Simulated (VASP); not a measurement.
# Ga2FeN2 (P4/mmm) in VASP: a series of runs, part 2 of 2

VASP 6.6.1. Earlier steps stand in the parts before.

**3. Single point, PBE (21.57 Å³/atom)**

This run uses another cell than the first one, of 21.57 Å³/atom.

Contents of INCAR:

```
SYSTEM = Ga2FeN2
ALGO     = Normal         ! electronic algorithm
EDIFF    = 1E-6           ! SCF threshold, eV
ENCUT    = 600            ! plane-wave cutoff, eV
GGA      = PE             ! functional
GGA_COMPAT= .FALSE.      
ISIF     = 2              ! what is computed and relaxed
ISMEAR   = 0              ! smearing method
LASPH    = .TRUE.         ! aspherical terms in the spheres
LCHARG   = .TRUE.         ! write CHGCAR
LELF     = .TRUE.         ! ELF
LREAL    = .FALSE.        ! projectors in reciprocal space
LVHAR    = .TRUE.       
LWAVE    = .FALSE.        ! write WAVECAR
NBANDS   = 34             ! bands
NELM     = 120            ! most SCF steps
PREC     = Accurate       ! precision mode
SIGMA    = 0.1            ! smearing width, eV
```

Contents of KPOINTS:

```
k-points
0
G
  8 8 6
  0 0 0
```

Contents of POSCAR:

```
Ga2FeN2
1.0
    4.7391868093      0.0000000000      0.0000000000
    0.0000000000      4.7391868093      0.0000000000
    0.0000000000      0.0000000000      4.8029907304
Ga Fe N
2 1 2
Direct
    0.0000000000      0.5000000000      0.5000000000
    0.5000000000      0.0000000000      0.5000000000
    0.0000000000      0.0000000000      0.5000000000
    0.0000000000      0.0000000000      0.8800874608
    0.0000000000      0.0000000000      0.1199125392
```

Potentials or basis: VASP PAW PBE potentials, release 64 (Ga_d, Fe_sv, N).

Launch:

```sh
$ cat potpaw_PBE.64/Ga_d/POTCAR potpaw_PBE.64/Fe_sv/POTCAR potpaw_PBE.64/N/POTCAR > POTCAR
$ mpirun -np 1 vasp_std > vasp.out
```

OUTCAR:

```text
SYSTEM = Ga2FeN2
   EDIFF = 1E-6
   ENCUT = 600
   GGA = PE
   ISIF = 2
   ISMEAR = 0
   LASPH = .TRUE.
   LREAL = .FALSE.
   NELM = 120
   PREC = Accurate

 ion  position               nearest neighbor table
   1  0.000  0.500  0.500-   3 2.37   3 2.37
   2  0.500  0.000  0.500-   3 2.37   3 2.37
   3  0.000  0.000  0.500-   4 1.83   5 1.83   1 2.37   2 2.37   1 2.37   2 2.37
   4  0.000  0.000  0.880-   5 1.15   3 1.83
   5  0.000  0.000  0.120-   4 1.15   3 1.83

  LATTYP: Found a simple tetragonal cell.
 ALAT       =     4.7391868093
[... 1091 lines left out ...]
  -------------------------------------------------------------------------------------
  Total       -1.3042756     -1.3042756     -0.7690746      0.0000000      0.0000000      0.0000000
  in kB      -19.3713787    -19.3713787    -11.4224599      0.0000000      0.0000000      0.0000000
  external PRESSURE =     -16.7217391 kB  Pullay stress =       0.0000000 kB

 VOLUME and BASIS-vectors are now :
 -----------------------------------------------------------------------------
  energy-cutoff  :      600.00
  volume of cell :      107.87
      direct lattice vectors                 reciprocal lattice vectors
     4.739186809  0.000000000  0.000000000     0.211006664  0.000000000  0.000000000
     0.000000000  4.739186809  0.000000000     0.000000000  0.211006664  0.000000000
     0.000000000  0.000000000  4.802990730     0.000000000  0.000000000  0.208203608

 POSITION                                       TOTAL-FORCE (eV/Angst)
 -----------------------------------------------------------------------------------
      0.00000      2.36959      2.40150         0.000000      0.000000     -0.000000
      2.36959      0.00000      2.40150         0.000000      0.000000     -0.000000
      0.00000      0.00000      2.40150         0.000000      0.000000     -0.000000
      0.00000      0.00000      4.22705         0.000000      0.000000     -0.786690
      0.00000      0.00000      0.57594         0.000000      0.000000      0.786690
 -----------------------------------------------------------------------------------
    total drift:                               -0.000000     -0.000000     -0.000000

  FREE ENERGIE OF THE ION-ELECTRON SYSTEM (eV)
  ---------------------------------------------------
  free  energy   TOTEN  =       -30.4879282477 eV

  energy  without entropy=      -30.4845486876  energy(sigma->0) =      -30.48623847
```

OSZICAR:

```text
N       E                     dE             d eps       ncg     rms          rms(c)
DAV:   1     0.677751669554E+03    0.67775E+03   -0.28945E+04  4674   0.245E+03
DAV:   2     0.729072442189E+02   -0.60484E+03   -0.58404E+03  4104   0.711E+02
DAV:   3    -0.267531040813E+02   -0.99660E+02   -0.96786E+02  5378   0.247E+02
DAV:   4    -0.333092006220E+02   -0.65561E+01   -0.63594E+01  5444   0.717E+01
DAV:   5    -0.335802769200E+02   -0.27108E+00   -0.26822E+00  5390   0.138E+01    0.188E+01
DAV:   6    -0.412976750964E+02   -0.77174E+01   -0.64282E+01  5824   0.776E+01    0.449E+01
DAV:   7    -0.309282986667E+02    0.10369E+02   -0.21984E+01  5402   0.717E+01    0.662E+00
DAV:   8    -0.306372515504E+02    0.29105E+00   -0.35341E+00  5546   0.113E+01    0.461E+00
DAV:   9    -0.305213788182E+02    0.11587E+00   -0.10218E+00  4884   0.105E+01    0.228E+00
DAV:  10    -0.304839865966E+02    0.37392E-01   -0.12880E-01  5274   0.298E+00    0.787E-01
DAV:  11    -0.304865495026E+02   -0.25629E-02   -0.29874E-02  5222   0.162E+00    0.441E-01
DAV:  12    -0.304876564760E+02   -0.11070E-02   -0.38992E-03  4854   0.510E-01    0.259E-01
DAV:  13    -0.304877165049E+02   -0.60029E-04   -0.14213E-03  5022   0.261E-01    0.894E-02
DAV:  14    -0.304879109787E+02   -0.19447E-03   -0.49401E-04  4392   0.139E-01    0.177E-02
DAV:  15    -0.304879186616E+02   -0.76829E-05   -0.40724E-05  5140   0.448E-02    0.974E-03
DAV:  16    -0.304879272886E+02   -0.86270E-05   -0.12914E-05  4272   0.181E-02    0.242E-03
DAV:  17    -0.304879282477E+02   -0.95909E-06   -0.11036E-06  3294   0.767E-03
   1 F= -.30487928E+02 E0= -.30486238E+02  d E =-.337956E-02
```

stdout:

```text
POSCAR found type information on POSCAR GaFeN
 POSCAR found :  3 types and       5 ions
 scaLAPACK will be used
 LDA part: xc-table for (Slater+PW92), standard interpolation
 POSCAR, INCAR and KPOINTS ok, starting setup
 FFT: planning ... GRIDC
 FFT: planning ... GRID_SOFT
 FFT: planning ... GRID
 WAVECAR not read
 entering main loop
```

Run time: 3.3 min. Hardware: 1 thread of AMD EPYC 9R45 (Zen 5), shared host; peak memory 0.38 GiB.

Results:

- Free energy: -30.4879 eV
- Pressure: -1.7 GPa
- Largest force: 0.787 eV/Å
- Band gap on the k mesh: zero (bands 26 and 27 overlap by 1.30 eV)

Forces in eV/Å, atoms in the order of the input:
```
Ga   0.000  0.000  0.000
Ga   0.000  0.000  0.000
Fe   0.000  0.000  0.000
N    0.000  0.000 -0.787
N    0.000  0.000  0.787
```

Levels at points of the mesh, in eV from the Fermi level:
```tsv
k point	band 24	band 25	band 26	band 27	band 28	band 29
(0.00, 0.00, 0.00)	-1.40	-0.47	-0.47	0.51	0.85	1.16
(0.50, 0.00, 0.00)	-2.58	-1.87	0.86	0.95	1.65	1.70
(0.50, 0.50, 0.00)	-3.23	-3.11	-2.25	0.09	1.83	1.83
(0.00, 0.00, 0.50)	-1.39	-1.14	-1.14	-0.44	0.33	0.66
(0.50, 0.00, 0.50)	-1.45	-1.33	-1.14	0.56	0.89	1.09
(0.50, 0.50, 0.50)	-2.23	-1.31	-1.31	0.31	1.30	1.30
```

Caveat: the standard files for N, O and F lose accuracy on very short bonds; the run has no spin polarisation, though such a crystal can be magnetic. With open d or f shells a metallic result of PBE can be an artefact of self-interaction; +U or a hybrid may open a gap.
